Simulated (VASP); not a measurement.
Cd, 8 atoms in the cell. Symmetry: Pm-3n, No. 223, cubic system. The conventional cell has a = 5.569 Å, b = 5.569 Å, c = 5.569 Å, α = 90.00°, β = 90.00°, γ = 90.00°. Within 4.1 Å of Cd (site symmetry m-3) lie 12 Cd at 3.11 Å. Within 3.7 Å of Cd (site symmetry -4m2) lie 14 Cd at 2.78 to 3.41 Å. 

* Program: VASP 6.6.1
* Task: relaxation of cell and atoms
* Functional: LDA
* Potentials or basis: VASP PAW LDA potentials, release 64 (Cd)
* Cutoff: 600 eV
* k mesh: 5 × 5 × 5
* Occupations: fermi-dirac, width 0.1 eV
* Spin: no spin polarisation
* Dipole correction: no
* Further INCAR settings: ALGO = Normal; EDIFF = 1e-06; IBRION = 2; EDIFFG = -0.01; NSW = 80; ISIF = 3

Potentials or basis: VASP PAW LDA potentials, release 64 (Cd).

Launch:

```bash
$ cat potpaw_LDA.64/Cd/POTCAR > POTCAR
$ mpirun -np 1 vasp_std > vasp.out
```

Hardware: 1 thread of Oxide Virtual Turin-like Processor, with other jobs on the host.

Q: Estimate the wall time of this run.

A: It took 4.2 min on 1 thread of Oxide Virtual Turin-like Processor, on a shared host, peak memory 0.26 GiB. Counts: scf iterations 27, k points 10, ion steps 3.
